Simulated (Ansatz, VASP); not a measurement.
## One calculation of MnO, two programs

The input POSCAR:

```
MnO
1.0
    0.0000000000      2.2239077028      2.2239077028
    2.2239077028      0.0000000000      2.2239077028
    2.2239077028      2.2239077028      0.0000000000
Mn O
1 1
Direct
    0.0000000000      0.0000000000      0.0000000000
    0.5000000000      0.5000000000      0.5000000000
```

INCAR.step1

```
PREC = Accurate
ENCUT = 520
EDIFF = 1E-5
ISMEAR = -1
SIGMA = 0.05
LREAL = False
LASPH = True
NELM = 150
ALGO = Normal
ISIF = 2
LWAVE = True
LCHARG = False
ISPIN = 2
MAGMOM = 4 0
LORBIT = 11
LMAXMIX = 4
NBANDS = 20
GGA = PE
KPAR = 4
```

INCAR.step2

```
PREC = Accurate
ENCUT = 520
EDIFF = 1E-6
ISMEAR = -1
SIGMA = 0.05
LREAL = False
LASPH = True
NELM = 150
ALGO = Normal
ISIF = 2
LWAVE = False
LCHARG = False
ISPIN = 2
MAGMOM = 4 0
LORBIT = 11
LMAXMIX = 4
GGA = PE
LHFCALC = True
AEXX = 0.25
PRECFOCK = Normal
NBANDS = 20
ISTART = 1
KPAR = 4
```

File KPOINTS:

```
Automatic mesh
0
Gamma
  6 6 6
```

The input input.yaml:

```yaml
crystal:
  lattice:
    - [0.0, 2.2239077028, 2.2239077028]
    - [2.2239077028, 0.0, 2.2239077028]
    - [2.2239077028, 2.2239077028, 0.0]
  atoms:
    - { symbol: Mn, position: [0.0, 0.0, 0.0], spin: 4.0 }
    - { symbol: O, position: [0.5, 0.5, 0.5] }
hamiltonian:
  xc: pbe0
  pseudopotentials: { kind: paw }
magnetization:
  spin_polarized: true
kpoints:
  mp_grid: { grid: [6, 6, 6] }
scf:
  occupations: { method: fermi_dirac, width: 0.05 }
output:
  forces: true
  stress: true
  eigenvalues: true
```

Alike in both runs: task single point; functional PBE0; k mesh 6 × 6 × 6; occupations fermi-dirac, width 0.05 eV; collinear spin.

|  | VASP | Ansatz |
| --- | --- | --- |
| version | VASP 6.6.1 | Ansatz 0.2.0 |
| potentials or method | VASP PAW PBE potentials, release 64 (Mn_pv, O) | Ansatz PAW |
| plane-wave cutoff (eV) | 520 | 420 |
| valence electrons in the cell | 19 | 21 |

Ansatz gave:

```
gap on the k mesh at the Fermi level (eV)                     : 1.96
least direct gap on the mesh (eV)                             : 4.75
pressure (GPa)                                                : 0.9
net moment per atom (μB)                                      : 2.50
size of the moment on the site where the two differ most (μB) : 4.31
```

Q: Which values does VASP return?

A: gap on the k mesh at the Fermi level (eV): 1.98; least direct gap on the mesh (eV): 4.77; pressure (GPa): 1.4; net moment per atom (μB): 2.50; size of the moment on the site where the two differ most (μB): 4.58.

Site moments also hang on the region over which each program counts them. With one functional, cell and mesh, what is left measures potentials, basis and numerics. VASP's potentials hold 19 valence electrons a cell and Ansatz's 21, so a difference there can come from the potentials and not from the codes.

Noted on Ansatz's run: the magnetic or orbital state may not be the lowest.
